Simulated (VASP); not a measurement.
# Si5P (F-43m) in VASP: notebook, part 2 of 2

VASP 6.6.1. The steps go on from the part before.

### Step 3. Single point, PBE

This run uses another cell than the first one, of 17.93 Å³/atom, 1.173 times its volume.

INCAR reads:

```
  PREC = Accurate
  ENCUT = 520
  EDIFF = 1E-6
  ISMEAR = 0
  SIGMA = 0.1
  LREAL = F
  LASPH = T
  NELM = 100
  ALGO = Normal
  ISIF = 2
  LWAVE = F
  LCHARG = F
  GGA = PE
  NBANDS = 22
```

KPOINTS reads:

```
Automatic mesh
0
Gamma
  4 4 4
```

POSCAR reads:

```
Si5P
1.0
    0.0000000000      3.7750964300      3.7750964300
    3.7750964300      0.0000000000      3.7750964300
    3.7750964300      3.7750964300      0.0000000000
Si P
5 1
Direct
    0.7500000000      0.7500000000      0.7500000000
    0.3750000000      0.3750000000      0.8750000000
    0.3750000000      0.8750000000      0.3750000000
    0.8750000000      0.3750000000      0.3750000000
    0.3750000000      0.3750000000      0.3750000000
    0.0000000000      0.0000000000      0.0000000000
```

Potentials or basis: VASP PAW PBE potentials, release 64 (Si, P).

Command:

```bash
$ cat potpaw_PBE.64/Si/POTCAR potpaw_PBE.64/P/POTCAR > POTCAR
$ mpirun -np 1 vasp_std > vasp.out
```

OUTCAR:

```text
PREC = Accurate
   ENCUT = 520
   EDIFF = 1E-6
   ISMEAR = 0
   LREAL = F
   LASPH = T
   NELM = 100
   ISIF = 2
   GGA = PE

 ion  position               nearest neighbor table
   1  0.750  0.750  0.750-   2 3.13   3 3.13   5 3.13   2 3.13   4 3.13   5 3.13   3 3.13   4 3.13
                             5 3.13   2 3.13   3 3.13   4 3.13
   2  0.375  0.375  0.875-   5 2.67   3 2.67   4 2.67   5 2.67   3 2.67   4 2.67   1 3.13   1 3.13
                             1 3.13
   3  0.375  0.875  0.375-   5 2.67   2 2.67   2 2.67   4 2.67   5 2.67   4 2.67   1 3.13   1 3.13
                             1 3.13
   4  0.875  0.375  0.375-   5 2.67   2 2.67   3 2.67   2 2.67   3 2.67   5 2.67   1 3.13   1 3.13
                             1 3.13
   5  0.375  0.375  0.375-   2 2.67   3 2.67   4 2.67   2 2.67   3 2.67   4 2.67   1 3.13   1 3.13
                             1 3.13
   6  0.000  0.000  0.000-

  LATTYP: Found a face centered cubic cell.
 ALAT       =     7.5501928600

  Lattice vectors:

 A1 = (   0.0000000000,   3.7750964300,   3.7750964300)
 A2 = (   3.7750964300,   0.0000000000,   3.7750964300)
 A3 = (   3.7750964300,   3.7750964300,   0.0000000000)

Analysis of symmetry for initial positions (statically):
=====================================================================
 Subroutine PRICEL returns:
 Original cell was already a primitive cell.

 Routine SETGRP: Setting up the symmetry group for a
 face centered cubic supercell.

 Subroutine GETGRP returns: Found 24 space group operations
 (whereof 24 operations were pure point group operations)
 out of a pool of 48 trial point group operations.

The static configuration has the point symmetry T_d .

Analysis of symmetry for dynamics (positions and initial velocities):
=====================================================================
 Subroutine PRICEL returns:
 Original cell was already a primitive cell.

 Routine SETGRP: Setting up the symmetry group for a
 face centered cubic supercell.

 Subroutine GETGRP returns: Found 24 space group operations
 (whereof 24 operations were pure point group operations)
 out of a pool of 48 trial point group operations.

The dynamic configuration has the point symmetry T_d .

 Subroutine INISYM returns: Found 24 space group operations
 (whereof 24 operations are pure point group operations),
 and found     1 'primitive' translations

----------------------------------------------------------------------------------------

                                     Primitive cell

  volume of cell :     107.6005

  direct lattice vectors                    reciprocal lattice vectors
     0.000000000  3.775096430  3.775096430    -0.132446948  0.132446948  0.132446948
     3.775096430  0.000000000  3.775096430     0.132446948 -0.132446948  0.132446948
     3.775096430  3.775096430  0.000000000     0.132446948  0.132446948 -0.132446948

  length of vectors
     5.338792571  5.338792571  5.338792571     0.229404843  0.229404843  0.229404843

  position of ions in fractional coordinates (direct lattice)
     0.750000000  0.750000000  0.750000000
     0.375000000  0.375000000  0.875000000
     0.375000000  0.875000000  0.375000000
     0.875000000  0.375000000  0.375000000
[... 38 lines left out ...]
 Following reciprocal coordinates:
            Coordinates               Weight
  0.000000  0.000000  0.000000      1.000000
  0.250000  0.000000  0.000000      8.000000
  0.500000  0.000000  0.000000      4.000000
  0.250000  0.250000  0.000000      6.000000
  0.500000  0.250000  0.000000     24.000000
 -0.250000  0.250000  0.000000     12.000000
  0.500000  0.500000  0.000000      3.000000
 -0.250000  0.500000  0.250000      6.000000
   k-points           NKPTS =      8   k-points in BZ     NKDIM =      8   number of bands    NBANDS=     22
   number of dos      NEDOS =    301   number of ions     NIONS =      6
   total plane-waves  NPLWV =  64000
   dimension x,y,z NGX =    40 NGY =   40 NGZ =   40
   dimension x,y,z NGXF=    80 NGYF=   80 NGZF=   80
   ions per type =               5   1
   NGX,Y,Z   is equivalent  to a cutoff of  12.46, 12.46, 12.46 a.u.
   NGXF,Y,Z  is equivalent  to a cutoff of  24.91, 24.91, 24.91 a.u.
 SYSTEM =  unknown system
   PREC   = accura    normal or accurate (medium, high low for compatibility)
   ISTART =      0    job   : 0-new  1-cont  2-samecut
   ICHARG =      2    charge: 1-file 2-atom 10-const
   ISPIN  =      1    spin polarized calculation?
   LNONCOLLINEAR =      F non collinear calculations
   LSORBIT =      F    spin-orbit coupling
   LASPH  =      T    aspherical Exc in radial PAW
   ENCUT  =  520.0 eV  38.22 Ry    6.18 a.u.   9.93  9.93  9.93*2*pi/ulx,y,z
   NELM   =    100;   NELMIN=  2; NELMDL= -5     # of ELM steps
   EDIFF  = 0.1E-05   stopping-criterion for ELM
   LREAL  =      F    real-space projection
   EDIFFG = 0.1E-04   stopping-criterion for IOM
   NSW    =      0    number of steps for IOM
   IBRION =     -1    ionic relax: 0-MD 1-quasi-New 2-CG
   NFREE  =      0    steps in history (QN), initial steepest desc. (CG)
   ISIF   =      2    stress and relaxation
   ISYM   =      2    0-nonsym 1-usesym 2-fastsym
   POTIM  = 0.5000    time-step for ionic-motion
   TEBEG  =    0.0;   TEEND  =   0.0 temperature during run
   PSTRESS=    0.0 pullay stress
   NELECT =      25.0000    total number of electrons
   NUPDOWN=      -1.0000    fix difference up-down
   EMIN   =  10.00;   EMAX   =-10.00  energy-range for DOS
   EFERMI =   0.00;   METHOD = LEGACY
   ISMEAR =     0;   SIGMA  =   0.10  broadening in eV -4-tet -1-fermi 0-gaus
   EFERMI_NEDOS =   21; number of points for ismear=-14 and -15
   IALGO  =     38    algorithm
   IMIX   =      4    mixing-type and parameters
     AMIX     =   0.40;   BMIX     =  1.00
     AMIX_MAG =   1.60;   BMIX_MAG =  1.00
  volume/ion in A,a.u.               =      17.93       121.02
  Fermi-wavevector in a.u.,A,eV,Ry     =   1.006430  1.901876 13.781352  1.012901
  Thomas-Fermi vector in A             =   2.139172
   LORBIT       =      0    0 simple, 1 ext, 2 COOP (PROOUT), +10 PAW based schemes
   GGA     = PE    functional components
   LHFCALC =     F    Hartree Fock is set to
   AEXX    =    0.0000 exact exchange contribution
   IVDW    =     0    specifies the selected vdW correction
   LEPSILON=     F    determine dielectric tensor
   LRPA    =     F    only Hartree local field effects (RPA)
 non-spin polarized calculation
 Gauss-broadening in eV      SIGMA  =   0.10
  energy-cutoff  :      520.00
  volume of cell :      107.60
 maximum number of plane-waves:      2914
   NGX = 19   NGY = 19   NGZ = 19

 number of electron      24.9999999 magnetization

 Free energy of the ion-electron system (eV)
  ---------------------------------------------------
  ext. energy  EPLUGINS =         0.00000000
  ---------------------------------------------------
  free energy    TOTEN  =       -27.68780975 eV

  energy without entropy =      -27.67443034  energy(sigma->0) =      -27.68112004

 E-fermi :   7.3238     XC(G=0): -10.3481

 val. band max:        7.2977923333   @ k =  -0.2500   0.5000   0.2500
 cond. band min:       7.5847847010   @ k =  -0.2500   0.5000   0.2500
 fundamental gap:      0.2869923678
 Fermi energy:         7.3237575539

 k-point     1 :       0.0000    0.0000    0.0000
  band No.  band energies     occupation
      1      -5.6593      2.00000
      2      -1.0453      2.00000
      3       0.8519      2.00000
      4       2.0622      2.00000
      5       2.0622      2.00000
      6       2.0622      2.00000
[... 189 lines left out ...]
     21      11.7666      0.00000
     22      11.8880      0.00000

------------------------ aborting loop because EDIFF is reached ----------------------------------------

  FORCE on cell =-STRESS in cart. coord.  units (eV):
  Direction    XX          YY          ZZ          XY          YZ          ZX
  --------------------------------------------------------------------------------------
  -------------------------------------------------------------------------------------
  Total       -6.3816865     -6.3816865     -6.3816865     -0.0000000      0.0000000     -0.0000000
  in kB      -95.0236933    -95.0236933    -95.0236933     -0.0000000      0.0000000     -0.0000000
  external PRESSURE =     -95.0236933 kB  Pullay stress =       0.0000000 kB

 VOLUME and BASIS-vectors are now :
 -----------------------------------------------------------------------------
  energy-cutoff  :      520.00
  volume of cell :      107.60
      direct lattice vectors                 reciprocal lattice vectors
     0.000000000  3.775096430  3.775096430    -0.132446948  0.132446948  0.132446948
     3.775096430  0.000000000  3.775096430     0.132446948 -0.132446948  0.132446948
     3.775096430  3.775096430  0.000000000     0.132446948  0.132446948 -0.132446948

 POSITION                                       TOTAL-FORCE (eV/Angst)
 -----------------------------------------------------------------------------------
      5.66264      5.66264      5.66264         0.000000      0.000000      0.000000
      4.71887      4.71887      2.83132         0.014855      0.014855     -0.014855
      4.71887      2.83132      4.71887         0.014855     -0.014855      0.014855
      2.83132      4.71887      4.71887        -0.014855      0.014855      0.014855
      2.83132      2.83132      2.83132        -0.014855     -0.014855     -0.014855
      0.00000      0.00000      0.00000         0.000000      0.000000      0.000000
 -----------------------------------------------------------------------------------
    total drift:                                0.000000      0.000000     -0.000000

  FREE ENERGIE OF THE ION-ELECTRON SYSTEM (eV)
  ---------------------------------------------------
  free  energy   TOTEN  =       -27.6878097472 eV

  energy  without entropy=      -27.6744303357  energy(sigma->0) =      -27.68112004
```

stdout:

```text
POSCAR found type information on POSCAR SiP
 POSCAR found :  2 types and       6 ions
 scaLAPACK will be used
 LDA part: xc-table for (Slater+PW92), standard interpolation
 POSCAR, INCAR and KPOINTS ok, starting setup
 FFT: planning ... GRIDC
 FFT: planning ... GRID_SOFT
 FFT: planning ... GRID
 WAVECAR not read
 entering main loop
```

Wall time 20 s (1 thread of Intel Xeon Platinum 8488C (Sapphire Rapids), shared host); peak memory 0.23 GiB.

Results:

```yaml
Free_energy: -27.6878 eV
Pressure: -9.5 GPa
```

Levels at points of the mesh, in eV from the Fermi level:
| k point | band 11 | band 12 | band 13 | band 14 | band 15 | band 16 |
| --- | --- | --- | --- | --- | --- | --- |
| (0.00, 0.00, 0.00) | -2.15 | -2.15 | -2.15 | -1.80 | -1.80 | 3.73 |
| (0.50, 0.00, 0.00) | -0.73 | -0.73 | -0.27 | -0.27 | 1.69 | 2.57 |
| (0.50, 0.50, 0.00) | -0.09 | -0.09 | 0.45 | 0.52 | 0.57 | 1.46 |

Caveat: the k points lie up to 0.36 Å⁻¹ apart.

### Step 4. Relaxation of cell and atoms, PBE

This run uses another cell than the first one, of 17.93 Å³/atom, 1.173 times its volume.

INCAR reads:

```
ALGO = Normal ; EDIFF = 1E-7
EDIFFG = -0.04 ; ENCUT = 600
GGA = PE ; IBRION = 2
ISIF = 3 ; ISMEAR = 0
LASPH = T ; LCHARG = F
LREAL = F ; LWAVE = F
NELM = 100 ; NSW = 90
PREC = Accurate ; SIGMA = 0.1
```

KPOINTS reads:

```
k-points
0
Gamma
  4 4 4
```

POSCAR is that of step 3.

Command:

```bash
$ cat potpaw_PBE.64/Si/POTCAR potpaw_PBE.64/P/POTCAR > POTCAR
$ mpirun -np 1 vasp_std > vasp.out
```

It took 55 s on 1 thread of Intel Xeon Platinum 8488C (Sapphire Rapids), shared host; peak memory 0.32 GiB.

It converged, with:

```yaml
Free_energy: -28.2093 eV
Relaxed_volume: 15.31 Å³/atom
Relaxed_cell: a = 5.065 Å, b = 5.065 Å, c = 5.065 Å, α = 60.00°, β = 60.00°, γ = 60.00°
Space_group_after_relaxing_to_0.05_Å: F-43m (No. 216)
Energy_gained_by_relaxing: 86.9 meV/atom
Ionic_steps: 2
Pressure_after_relaxing: 0.1 GPa
```

Step by step:
```tsv
step	energy change (eV)	largest force (eV/Å)	pressure (GPa)	volume (Å³)
1	0.0000	0.0258	-9.49	107.60
2	-0.5213	0.0242	0.12	91.89
```

Final structure:
```
CELL_PARAMETERS angstrom
0.00000 3.58156 3.58156
3.58156 0.00000 3.58156
3.58156 3.58156 0.00000
ATOMIC_POSITIONS crystal
Si 0.75000 0.75000 0.75000
Si 0.37490 0.37490 0.87529
Si 0.37490 0.87529 0.37490
Si 0.87529 0.37490 0.37490
Si 0.37490 0.37490 0.37490
P 0.00000 0.00000 0.00000
```

Levels at points of the mesh, in eV from the Fermi level:
| k point | band 8 | band 9 | band 10 | band 11 | band 12 | band 13 | band 14 | band 15 | band 16 |
| --- | --- | --- | --- | --- | --- | --- | --- | --- | --- |
| (0.00, 0.00, 0.00) | -5.33 | -5.33 | -5.02 | -2.65 | -2.65 | -2.65 | -2.32 | -2.32 | 4.44 |
| (0.50, 0.00, 0.00) | -5.57 | -2.54 | -1.88 | -0.88 | -0.88 | -0.48 | -0.48 | 2.00 | 3.06 |
| (0.50, 0.50, 0.00) | -1.54 | -0.78 | -0.78 | -0.04 | -0.04 | 0.28 | 0.33 | 0.65 | 1.60 |

Caveat: the k points lie up to 0.38 Å⁻¹ apart in the final cell.

### Step 5. Single point, PBE

INCAR reads:

```
SYSTEM = Si5P
  PREC = Accurate
  ENCUT = 520
  EDIFF = 1E-7
  ISMEAR = 0
  SIGMA = 0.1
  LREAL = .FALSE.
  LASPH = .TRUE.
  NELM = 60
  ALGO = Normal
  ISIF = 2
  LWAVE = .FALSE.
  LCHARG = .FALSE.
  GGA = PE
  NBANDS = 22
```

KPOINTS reads:

```
regular mesh
0
G
  10 10 10
  0 0 0
```

POSCAR reads:

```
Si5P
1.0
    0.0000000000      3.5794357834      3.5794357834
    3.5794357834      0.0000000000      3.5794357834
    3.5794357834      3.5794357834      0.0000000000
Si P
5 1
Direct
    0.2500000000      0.2500000000      0.2500000000
    0.6251486773      0.6251486773      0.6251486773
    0.1245539681      0.6251486773      0.6251486773
    0.6251486773      0.6251486773      0.1245539681
    0.6251486773      0.1245539681      0.6251486773
    0.0000000000      0.0000000000      0.0000000000
```

Potentials or basis: VASP PAW PBE potentials, release 64 (Si, P).

Command:

```bash
$ cat potpaw_PBE.64/Si/POTCAR potpaw_PBE.64/P/POTCAR > POTCAR
$ mpirun -np 1 vasp_std > vasp.out
```

OUTCAR:

```text
SYSTEM = Si5P
   PREC = Accurate
   ENCUT = 520
   EDIFF = 1E-7
   ISMEAR = 0
   LREAL = .FALSE.
   LASPH = .TRUE.
   NELM = 60
   ISIF = 2
   GGA = PE

 ion  position               nearest neighbor table
   1  0.250  0.250  0.250-   3 2.97   4 2.97   5 2.97   2 2.97   2 2.97   2 2.97   3 2.97   3 2.97
                             4 2.97   5 2.97   4 2.97   5 2.97
   2  0.625  0.625  0.625-   3 2.53   4 2.53   5 2.53   4 2.53   5 2.53   3 2.53   6 2.97   6 2.97
                             6 2.97   1 2.97   1 2.97   1 2.97
   3  0.125  0.625  0.625-   2 2.53   4 2.53   5 2.53   2 2.53   4 2.53   5 2.53   6 2.97   6 2.97
[... 815 lines left out ...]
  Total       -0.0265267     -0.0265267     -0.0265267      0.0000000      0.0000000      0.0000000
  in kB       -0.4633618     -0.4633618     -0.4633618      0.0000000      0.0000000      0.0000000
  external PRESSURE =      -0.4633618 kB  Pullay stress =       0.0000000 kB

 VOLUME and BASIS-vectors are now :
 -----------------------------------------------------------------------------
  energy-cutoff  :      520.00
  volume of cell :       91.72
      direct lattice vectors                 reciprocal lattice vectors
     0.000000000  3.579435783  3.579435783    -0.139686819  0.139686819  0.139686819
     3.579435783  0.000000000  3.579435783     0.139686819 -0.139686819  0.139686819
     3.579435783  3.579435783  0.000000000     0.139686819  0.139686819 -0.139686819

 POSITION                                       TOTAL-FORCE (eV/Angst)
 -----------------------------------------------------------------------------------
      1.78972      1.78972      1.78972         0.000000      0.000000     -0.000000
      4.47536      4.47536      4.47536        -0.000006     -0.000006     -0.000006
      4.47536      2.68351      2.68351        -0.000006      0.000006      0.000006
      2.68351      2.68351      4.47536         0.000006      0.000006     -0.000006
      2.68351      4.47536      2.68351         0.000006     -0.000006      0.000006
      0.00000      0.00000      0.00000         0.000000     -0.000000     -0.000000
 -----------------------------------------------------------------------------------
    total drift:                               -0.000000     -0.000000     -0.000000

  FREE ENERGIE OF THE ION-ELECTRON SYSTEM (eV)
  ---------------------------------------------------
  free  energy   TOTEN  =       -28.3651186564 eV

  energy  without entropy=      -28.3546154380  energy(sigma->0) =      -28.35986705
```

stdout:

```text
POSCAR found type information on POSCAR SiP
 POSCAR found :  2 types and       6 ions
 scaLAPACK will be used
 LDA part: xc-table for (Slater+PW92), standard interpolation
 POSCAR, INCAR and KPOINTS ok, starting setup
 FFT: planning ... GRIDC
 FFT: planning ... GRID_SOFT
 FFT: planning ... GRID
 WAVECAR not read
 entering main loop
```

It took 1.9 min on 1 thread of Intel Xeon Platinum 8488C (Sapphire Rapids), shared host; peak memory 0.27 GiB.

Results:

| Quantity | Value |
| --- | --- |
| Free energy | -28.3651 eV |
| Pressure | 0.0 GPa |

### Step 6. Relaxation of cell and atoms, PBE

INCAR reads:

```
SYSTEM = Si5P
PREC = Accurate ; ENCUT = 600
EDIFF = 1E-7 ; ISMEAR = 0
SIGMA = 0.1 ; LREAL = .FALSE.
LASPH = .TRUE. ; NELM = 60
ALGO = Normal ; ISIF = 3
LWAVE = .FALSE. ; LCHARG = .FALSE.
GGA = PE ; IBRION = 2
NSW = 100 ; EDIFFG = -0.01
```

KPOINTS reads:

```
Automatic mesh
0
G
  10 10 10
  0 0 0
```

POSCAR reads:

```
Si5P
1.0
    0.0000000000      3.5797720565      3.5797720565
    3.5797720565      0.0000000000      3.5797720565
    3.5797720565      3.5797720565      0.0000000000
Si P
5 1
Direct
    0.2500000000      0.2500000000      0.2500000000
    0.6249587830      0.6249587830      0.6249587830
    0.1251236509      0.6249587830      0.6249587830
    0.6249587830      0.6249587830      0.1251236509
    0.6249587830      0.1251236509      0.6249587830
    0.0000000000      0.0000000000      0.0000000000
```

Potentials or basis: VASP PAW PBE potentials, release 64 (Si, P).

Command:

```bash
$ cat potpaw_PBE.64/Si/POTCAR potpaw_PBE.64/P/POTCAR > POTCAR
$ mpirun -np 1 vasp_std > vasp.out
```

Wall time 2 min (1 thread of Intel Xeon Platinum 8488C (Sapphire Rapids), shared host); peak memory 0.28 GiB.

The run converged. Its results:

- Free energy: -28.3657 eV
- Relaxed volume: 15.28 Å³/atom
- Relaxed cell: a = 5.061 Å, b = 5.061 Å, c = 5.061 Å, α = 60.00°, β = 60.00°, γ = 60.00°
- Space group after relaxing (to 0.05 Å): F-43m (No. 216)
- Energy gained by relaxing: 0.0 meV/atom
- Ionic steps: 2
- Pressure after relaxing: 0.0 GPa
- Largest force after relaxing: 0.004 eV/Å

Forces in eV/Å, atoms in the order of the input:
```
Si   0.000  0.000  0.000
Si  -0.002 -0.002 -0.002
Si  -0.002  0.002  0.002
Si   0.002  0.002 -0.002
Si   0.002 -0.002  0.002
P    0.000  0.000  0.000
```

The path:
| step | energy change (eV) | largest force (eV/Å) | pressure (GPa) | volume (Å³) |
| --- | --- | --- | --- | --- |
| 1 | 0.0000 | 0.0521 | -0.06 | 91.75 |
| 2 | -0.0003 | 0.0040 | 0.01 | 91.67 |

Final structure:
```cif
data_structure
_symmetry_space_group_name_H-M 'P 1'
_symmetry_Int_Tables_number 1
_cell_length_a 5.0612
_cell_length_b 5.0612
_cell_length_c 5.0612
_cell_angle_alpha 60.000
_cell_angle_beta 60.000
_cell_angle_gamma 60.000
_cell_volume 91.67
loop_
_atom_site_label
_atom_site_type_symbol
_atom_site_fract_x
_atom_site_fract_y
_atom_site_fract_z
_atom_site_occupancy
Si1 Si 0.25000 0.25000 0.25000 1
Si2 Si 0.62516 0.62516 0.62516 1
Si3 Si 0.12452 0.62516 0.62516 1
Si4 Si 0.62516 0.62516 0.12452 1
Si5 Si 0.62516 0.12452 0.62516 1
P1 P 0.00000 0.00000 0.00000 1
```

Levels at points of the mesh, in eV from the Fermi level:
| k point | band 10 | band 11 | band 12 | band 13 | band 14 | band 15 |
| --- | --- | --- | --- | --- | --- | --- |
| (0.00, 0.00, 0.00) | -5.02 | -2.66 | -2.66 | -2.66 | -2.30 | -2.30 |
| (0.50, 0.00, 0.00) | -1.90 | -0.87 | -0.87 | -0.47 | -0.47 | 2.00 |
| (0.50, 0.50, 0.00) | -0.79 | -0.03 | -0.03 | 0.30 | 0.35 | 0.64 |

### Step 7. The runs side by side

```csv
task,cell,k mesh,cutoff (eV),gap on the mesh (eV),pressure (GPa),relaxed volume (Å³/atom)
single point,"a = 5.063 Å, angles 60.0°, 6 atoms",4 × 4 × 4,520,none,0.2,-
single point,"a = 5.339 Å, angles 60.0°, 6 atoms",4 × 4 × 4,520,none,-9.5,-
relaxation of cell and atoms,"relaxed from a = 5.339 Å, angles 60.0°, 6 atoms",4 × 4 × 4,600,none,0.1,15.31
single point,"a = 5.062 Å, angles 60.0°, 6 atoms",10 × 10 × 10,520,none,0.0,-
relaxation of cell and atoms,"relaxed from a = 5.063 Å, angles 60.0°, 6 atoms",10 × 10 × 10,600,none,0.0,15.28
```

Some of these runs hold the atoms at other places in the same cell, which the table doesn't show; runs alike in all that it shows share one row.

Alike in all rows: level PBE; potentials or basis VASP PAW PBE potentials, release 64 (Si, P); no spin polarisation; smearing gaussian 0.1 eV.

Caveats: some runs use coarse meshes.

Absolute energies hang on the potentials; compare differences alone.
